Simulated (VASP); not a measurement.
Here is a VASP 6.6.1 calculation.

The input POSCAR:

```
N
1.0
    5.6440000000      0.0000000000      0.0000000000
    0.0000000000      5.6440000000      0.0000000000
    0.0000000000      0.0000000000      5.6440000000
N
8
Direct
    0.0540000000      0.0540000000      0.0540000000
    0.4460000000      0.9460000000      0.5540000000
    0.5540000000      0.4460000000      0.9460000000
    0.9460000000      0.5540000000      0.4460000000
    0.9460000000      0.9460000000      0.9460000000
    0.5540000000      0.0540000000      0.4460000000
    0.4460000000      0.5540000000      0.0540000000
    0.0540000000      0.4460000000      0.5540000000
```

INCAR.step1

```
SYSTEM = N
PREC = Accurate
ENCUT = 600
ISMEAR = -1
SIGMA = 0.05
LREAL = .False.
LASPH = .True.
NELM = 100
GGA = PE
ALGO = Normal
EDIFF = 1E-4
LWAVE = .True.
LCHARG = .False.
```

File INCAR.step2:

```
SYSTEM = N
PREC = Accurate
ENCUT = 600
EDIFF = 1E-6
ISMEAR = -1
SIGMA = 0.05
LREAL = .False.
LASPH = .True.
NELM = 100
ALGO = Normal
ISIF = 3
LWAVE = .False.
LCHARG = .False.
METAGGA = R2SCAN
LMIXTAU = .True.
IBRION = 2
NSW = 80
EDIFFG = -0.01
ISTART = 1
```

KPOINTS

```
Automatic mesh
0
Gamma
  3 3 3
  0 0 0
```

Potentials or basis: VASP PAW PBE potentials, release 64 (N).

Launch:

```sh
$ cat potpaw_PBE.64/N/POTCAR > POTCAR
$ cp INCAR.step1 INCAR
$ mpirun -np 1 vasp_std > vasp.out
$ cp INCAR.step2 INCAR
$ mpirun -np 1 vasp_std > vasp.out
```

Problem. Estimate the relaxed cell.

Solution. a = 5.645 Å, b = 5.645 Å, c = 5.645 Å, α = 90.00°, β = 90.00°, γ = 90.00°.

Problem. What does it give for the relaxed volume?

Solution. 22.49 Å³/atom.

Final structure:
```xyz
8
Lattice="5.6454 0.0000 0.0000 0.0000 5.6454 0.0000 0.0000 0.0000 5.6454" Properties=species:S:1:pos:R:3 pbc="T T T"
N     0.3192    0.3192    0.3192
N     2.5034    5.3261    3.1419
N     3.1419    2.5034    5.3261
N     5.3261    3.1419    2.5034
N     5.3261    5.3261    5.3261
N     3.1419    0.3192    2.5034
N     2.5034    3.1419    0.3192
N     0.3192    2.5034    3.1419
```

Caveat: the standard files for N, O and F lose accuracy on very short bonds; the PAW data sets were made with another functional, which shifts forces and pressure a little.
